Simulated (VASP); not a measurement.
Crystal: ZnS.

```xyz
2
Lattice="0.0000 2.6937 2.6937 2.6937 0.0000 2.6937 2.6937 2.6937 0.0000" Properties=species:S:1:pos:R:3 pbc="T T T"
Zn    0.0000    0.0000    0.0000
S     1.3468    1.3468    1.3468
```

Base run:

| Item | Value |
| --- | --- |
| Program | VASP 6.6.1 |
| Functional | PBE |
| Potentials or basis | VASP PAW PBE potentials, release 64 (Zn, S) |
| Cutoff | 500 eV |
| k mesh | 6 × 6 × 6 |
| Occupations | gaussian, width 0.01 eV |
| Spin | no spin polarisation |

Its results: band gap on the k mesh 2.15 eV, direct; pressure 2.5 GPa.

**Question.** The run is repeated on the same cell with these changes: k mesh from 6 × 6 × 6 to 3 × 3 × 3. What comes out?

**Answer.** Band gap on the k mesh 2.12 eV, direct; pressure 3.8 GPa.

Caveats: some runs use coarse meshes.

